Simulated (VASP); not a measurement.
# Cu (Im-3m) in VASP: notebook

The runs below take Cu through single point, with PBE.

Program: VASP 6.6.1. These are calculated values, not measurements. Logs are shortened: lines on timing, memory, paths and dates and some standing lists are left out, and cuts for length are marked.

### Step 1. The cell of the first run

It takes space group Im-3m (No. 229, cubic). Conventional cell: a = 2.764 Å, b = 2.764 Å, c = 2.764 Å, α = 90.00°, β = 90.00°, γ = 90.00°. Within 3.2 Å of Cu (site symmetry m-3m) lie 14 Cu at 2.39 to 2.76 Å.

### Step 2. Single point, PBE (volume scaled by 0.88)

Input file INCAR:

```
  PREC = Accurate
  ENCUT = 520
  EDIFF = 1E-6
  ISMEAR = -1
  SIGMA = 0.1
  LREAL = False
  LASPH = True
  NELM = 100
  ALGO = Normal
  ISIF = 2
  LWAVE = False
  LCHARG = True
  GGA = PE
  LELF = True
  LVHAR = True
  NBANDS = 12
```

Input file KPOINTS:

```
Automatic mesh
0
Gamma
  25 25 25
```

Input file POSCAR:

```
Cu
1.0
   -1.3821823850      1.3821823850      1.3821823850
    1.3821823850     -1.3821823850      1.3821823850
    1.3821823850      1.3821823850     -1.3821823850
Cu
1
Direct
    0.0000000000      0.0000000000      0.0000000000
```

Potentials or basis: VASP PAW PBE potentials, release 64 (Cu).

Command:

```console
> cat potpaw_PBE.64/Cu/POTCAR > POTCAR
> mpirun -np 1 vasp_std > vasp.out
```

OUTCAR:

```text
PREC = Accurate
   ENCUT = 520
   EDIFF = 1E-6
   ISMEAR = -1
   LREAL = False
   LASPH = True
   NELM = 100
   ISIF = 2
   GGA = PE

 ion  position               nearest neighbor table
   1  0.000  0.000  0.000-

  LATTYP: Found a body centered cubic cell.
 ALAT       =     2.7643647700

  Lattice vectors:

 A1 = (  -1.3821823850,   1.3821823850,   1.3821823850)
 A2 = (   1.3821823850,  -1.3821823850,   1.3821823850)
 A3 = (   1.3821823850,   1.3821823850,  -1.3821823850)

Analysis of symmetry for initial positions (statically):
=====================================================================
 Subroutine PRICEL returns:
 Original cell was already a primitive cell.

 Routine SETGRP: Setting up the symmetry group for a
 body centered cubic supercell.

 Subroutine GETGRP returns: Found 48 space group operations
 (whereof 48 operations were pure point group operations)
 out of a pool of 48 trial point group operations.

The static configuration has the point symmetry O_h .

Analysis of symmetry for dynamics (positions and initial velocities):
=====================================================================
 Subroutine PRICEL returns:
 Original cell was already a primitive cell.

 Routine SETGRP: Setting up the symmetry group for a
 body centered cubic supercell.

 Subroutine GETGRP returns: Found 48 space group operations
 (whereof 48 operations were pure point group operations)
 out of a pool of 48 trial point group operations.

The dynamic configuration has the point symmetry O_h .

 Subroutine INISYM returns: Found 48 space group operations
 (whereof 48 operations are pure point group operations),
 and found     1 'primitive' translations

----------------------------------------------------------------------------------------

                                     Primitive cell

  volume of cell :      10.5622

  direct lattice vectors                    reciprocal lattice vectors
    -1.382182385  1.382182385  1.382182385     0.000000000  0.361746760  0.361746760
     1.382182385 -1.382182385  1.382182385     0.361746760  0.000000000  0.361746760
     1.382182385  1.382182385 -1.382182385     0.361746760  0.361746760  0.000000000

  length of vectors
     2.394010116  2.394010116  2.394010116     0.511587175  0.511587175  0.511587175

  position of ions in fractional coordinates (direct lattice)
[... 72 lines left out ...]
   LNONCOLLINEAR =      F non collinear calculations
   LSORBIT =      F    spin-orbit coupling
   LASPH  =      T    aspherical Exc in radial PAW
   ENCUT  =  520.0 eV  38.22 Ry    6.18 a.u.   4.45  4.45  4.45*2*pi/ulx,y,z
   NELM   =    100;   NELMIN=  2; NELMDL= -5     # of ELM steps
   EDIFF  = 0.1E-05   stopping-criterion for ELM
   LREAL  =      F    real-space projection
   EDIFFG = 0.1E-04   stopping-criterion for IOM
   NSW    =      0    number of steps for IOM
   IBRION =     -1    ionic relax: 0-MD 1-quasi-New 2-CG
   NFREE  =      0    steps in history (QN), initial steepest desc. (CG)
   ISIF   =      2    stress and relaxation
   ISYM   =      2    0-nonsym 1-usesym 2-fastsym
   POTIM  = 0.5000    time-step for ionic-motion
   TEBEG  =    0.0;   TEEND  =   0.0 temperature during run
   PSTRESS=    0.0 pullay stress
   NELECT =      11.0000    total number of electrons
   NUPDOWN=      -1.0000    fix difference up-down
   EMIN   =  10.00;   EMAX   =-10.00  energy-range for DOS
   EFERMI =   0.00;   METHOD = LEGACY
   ISMEAR =    -1;   SIGMA  =   0.10  broadening in eV -4-tet -1-fermi 0-gaus
   EFERMI_NEDOS =   21; number of points for ismear=-14 and -15
   IALGO  =     38    algorithm
   IMIX   =      4    mixing-type and parameters
     AMIX     =   0.40;   BMIX     =  1.00
     AMIX_MAG =   1.60;   BMIX_MAG =  1.00
  volume/ion in A,a.u.               =      10.56        71.28
  Fermi-wavevector in a.u.,A,eV,Ry     =   1.659410  3.135830 37.465569  2.753642
  Thomas-Fermi vector in A             =   2.746823
   LORBIT       =      0    0 simple, 1 ext, 2 COOP (PROOUT), +10 PAW based schemes
   GGA     = PE    functional components
[... 5 lines left out ...]
 non-spin polarized calculation
  energy-cutoff  :      520.00
  volume of cell :       10.56
 maximum number of plane-waves:       321
 NGX is ok and might be reduce to    18
   NGX =  9   NGY =  9   NGZ =  9

 number of electron      11.0000015 magnetization

 Free energy of the ion-electron system (eV)
  ---------------------------------------------------
  ext. energy  EPLUGINS =         0.00000000
  ---------------------------------------------------
  free energy    TOTEN  =        -3.59466131 eV

  energy without entropy =       -3.58531852  energy(sigma->0) =       -3.58998992

 E-fermi :   9.0594     XC(G=0): -13.3893

 val. band max:        9.0397340609   @ k =  -0.4000   0.4400   0.1200
 cond. band min:       9.0593726037   @ k =  -0.4400   0.4400   0.1200
 fundamental gap:      0.0196385428
 Fermi energy:         9.0593718144

 k-point     1 :       0.0000    0.0000    0.0000
  band No.  band energies     occupation
      1      -1.1753      2.00000
      2       5.5753      2.00000
      3       5.5753      2.00000
      4       5.5753      2.00000
      5       6.7656      2.00000
      6       6.7656      2.00000
      7      35.1984      0.00000
      8      35.1984      0.00000
      9      35.1984      0.00000
     10      39.7914      0.00000
     11      39.7914      0.00000
     12      40.2646      0.00000
[... 331 lines left out ...]
 k-point    24 :       0.4400    0.0400    0.0000
  band No.  band energies     occupation
      1       3.3524      2.00000
      2       4.7468      2.00000
      3       6.6999      2.00000
      4       6.8149      2.00000
      5       7.3541      2.00000
      6       8.2384      1.99946
      7      14.5344      0.00000
      8      27.0305      0.00000
      9      27.9429      0.00000
     10      32.3400      0.00000
     11      35.7639      0.00000
     12      44.2596      0.00000

 [... further k-points ...]
[... 5 lines left out ...]
  --------------------------------------------------------------------------------------
  -------------------------------------------------------------------------------------
  Total        1.6547588      1.6547588      1.6547588     -0.0000000     -0.0000000      0.0000000
  in kB      251.0089574    251.0089574    251.0089574     -0.0000000     -0.0000000      0.0000000
  external PRESSURE =     251.0089574 kB  Pullay stress =       0.0000000 kB

 VOLUME and BASIS-vectors are now :
 -----------------------------------------------------------------------------
  energy-cutoff  :      520.00
  volume of cell :       10.56
      direct lattice vectors                 reciprocal lattice vectors
    -1.382182385  1.382182385  1.382182385     0.000000000  0.361746760  0.361746760
     1.382182385 -1.382182385  1.382182385     0.361746760  0.000000000  0.361746760
     1.382182385  1.382182385 -1.382182385     0.361746760  0.361746760  0.000000000

 POSITION                                       TOTAL-FORCE (eV/Angst)
 -----------------------------------------------------------------------------------
      0.00000      0.00000      0.00000        -0.000000      0.000000      0.000000
 -----------------------------------------------------------------------------------
    total drift:                                0.000000      0.000000      0.000000

  FREE ENERGIE OF THE ION-ELECTRON SYSTEM (eV)
  ---------------------------------------------------
  free  energy   TOTEN  =        -3.5946613122 eV

  energy  without entropy=       -3.5853185244  energy(sigma->0) =       -3.58998992
```

OSZICAR:

```text
N       E                     dE             d eps       ncg     rms          rms(c)
DAV:   1     0.414677640896E+02    0.41468E+02   -0.54176E+03 12496   0.160E+03
DAV:   2    -0.326532811969E+01   -0.44733E+02   -0.41170E+02 11236   0.208E+02
DAV:   3    -0.451835199021E+01   -0.12530E+01   -0.12467E+01 12504   0.390E+01
DAV:   4    -0.452540830101E+01   -0.70563E-02   -0.70553E-02 12432   0.262E+00
DAV:   5    -0.452546960864E+01   -0.61308E-04   -0.61307E-04 12556   0.247E-01    0.769E+00
DAV:   6    -0.387636720338E+01    0.64910E+00   -0.12071E+01 12724   0.687E+01    0.312E+00
DAV:   7    -0.361201750612E+01    0.26435E+00   -0.17021E+00 12852   0.255E+01    0.734E-01
DAV:   8    -0.359519834185E+01    0.16819E-01   -0.92370E-03 14884   0.998E-01    0.170E-01
DAV:   9    -0.359465711030E+01    0.54123E-03   -0.30505E-03 14304   0.970E-01    0.277E-02
DAV:  10    -0.359466317256E+01   -0.60623E-05   -0.33207E-05 14896   0.884E-02    0.779E-03
DAV:  11    -0.359466129858E+01    0.18740E-05   -0.90917E-07  8388   0.191E-02    0.563E-04
DAV:  12    -0.359466131224E+01   -0.13657E-07   -0.63657E-08  6000   0.305E-03
   1 F= -.35946613E+01 E0= -.35899899E+01  d E =-.934279E-02
```

stdout:

```text
POSCAR found type information on POSCAR Cu
 POSCAR found :  1 types and       1 ions
 scaLAPACK will be used
 LDA part: xc-table for (Slater+PW92), standard interpolation
 POSCAR, INCAR and KPOINTS ok, starting setup
 FFT: planning ... GRIDC
 FFT: planning ... GRID_SOFT
 FFT: planning ... GRID
 WAVECAR not read
 entering main loop
```

Wall time 35 s (1 thread of Intel Xeon Platinum 8559C (Emerald Rapids), shared host); peak memory 0.17 GiB.

What came out:

* Free energy: -3.5947 eV
* Pressure: 25.1 GPa

Levels at points of the mesh, in eV from the Fermi level:
| k point | band 4 | band 5 | band 6 | band 7 | band 8 | band 9 |
| --- | --- | --- | --- | --- | --- | --- |
| (0.00, 0.00, 0.00) | -3.48 | -2.29 | -2.29 | 26.14 | 26.14 | 26.14 |

### Step 3. Single point, PBE (volume scaled by 0.92)

Input file INCAR:

```
SYSTEM = Cu
PREC = Accurate ; ENCUT = 520
EDIFF = 1E-6 ; ISMEAR = -1
SIGMA = 0.1 ; LREAL = .FALSE.
LASPH = .TRUE. ; NELM = 60
ALGO = Normal ; ISIF = 2
LWAVE = .FALSE. ; LCHARG = .FALSE.
GGA = PE ; NBANDS = 12
```

Input file KPOINTS:

```
Automatic mesh
0
G
  25 25 25
  0 0 0
```

Input file POSCAR:

```
Cu
1.0
   -1.4028150147      1.4028150147      1.4028150147
    1.4028150147     -1.4028150147      1.4028150147
    1.4028150147      1.4028150147     -1.4028150147
Cu
1
Direct
    0.0000000000      0.0000000000      0.0000000000
```

Potentials or basis: VASP PAW PBE potentials, release 64 (Cu).

Command:

```console
> cat potpaw_PBE.64/Cu/POTCAR > POTCAR
> mpirun -np 1 vasp_std > vasp.out
```

Run time: 34 s. Hardware: 1 thread of Intel Xeon Platinum 8559C (Emerald Rapids), shared host; peak memory 0.17 GiB.

Results (log left out):

```yaml
Free_energy: -3.6544 eV
Pressure: 14.9 GPa
```

Levels at points of the mesh, in eV from the Fermi level:
| k point | band 4 | band 5 | band 6 | band 7 | band 8 | band 9 |
| --- | --- | --- | --- | --- | --- | --- |
| (0.00, 0.00, 0.00) | -3.32 | -2.21 | -2.21 | 25.71 | 25.71 | 25.71 |
